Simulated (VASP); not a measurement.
Write the native input for VASP 6.6.1 that does the following.

| Quantity | Value |
| --- | --- |
| Task | single point |
| Functional | PBE |
| Dispersion | D3(BJ) |
| Potentials or basis | VASP PAW PBE potentials, release 64 (Ir, O) |
| Cutoff | 520 eV |
| k mesh | 5 × 5 × 1 |
| Occupations | gaussian, width 0.1 eV |
| Spin | no spin polarisation |
| Dipole correction | yes |
| Further INCAR settings | ALGO = Normal; EDIFF = 1e-06; NBANDS = 69 |

The structure of Ir12O lies in POSCAR:

```
Ir12O
1.0
    5.4309029918      0.0000000000      0.0000000000
    0.0000000000      5.4309029918      0.0000000000
    0.0000000000      0.0000000000     21.0013955423
Ir O
12 1
Direct
    0.2500000000      0.2500000000      0.1904635333
    0.2500000000      0.7500000000      0.1904635333
    0.7500000000      0.2500000000      0.1904635333
    0.7500000000      0.7500000000      0.1904635333
    0.0000000000      0.0000000000      0.2785823619
    0.0000000000      0.5000000000      0.2785823619
    0.5000000000      0.0000000000      0.2785823619
    0.5000000000      0.5000000000      0.2785823619
    0.2500000000      0.2500000000      0.3667087517
    0.2500000000      0.7500000000      0.3667087517
    0.7500000000      0.2500000000      0.3667087517
    0.7500000000      0.7500000000      0.3667087517
    0.2500000000      0.5000000000      0.4857484600
```

These files were run (other wordings do the same):

INCAR

```
SYSTEM = Ir12O
PREC = Accurate ; ENCUT = 520
EDIFF = 1E-6 ; ISMEAR = 0
SIGMA = 0.1 ; LREAL = .False.
LASPH = .True. ; NELM = 80
ALGO = Normal ; ISIF = 2
LWAVE = .False. ; LCHARG = .False.
LDIPOL = .True. ; IDIPOL = 3
DIPOL = 0.5 0.5 0.295 ; GGA = PE
IVDW = 12 ; NBANDS = 69
```

KPOINTS

```
regular mesh
0
Gamma
  5 5 1
  0 0 0
```

Potentials or basis: VASP PAW PBE potentials, release 64 (Ir, O).

Launch:

```sh
$ cat potpaw_PBE.64/Ir/POTCAR potpaw_PBE.64/O/POTCAR > POTCAR
$ mpirun -np 1 vasp_std > vasp.out
```

It gave:

```yaml
Largest_force: 3.369 eV/Å
Band_gap_on_the_k_mesh: zero (band 57 reaches -1.10 eV, above the bottom of band 58 at -2.21 eV)
Dispersion_energy_per_atom: -0.424 eV
```

Caveat: spin-orbit coupling is left out, which moves the levels of the heavy elements.

Wall time 11 min on 1 thread of AMD EPYC 9R45 96-Core Processor (Zen 5), on a shared host, peak memory 0.66 GiB.
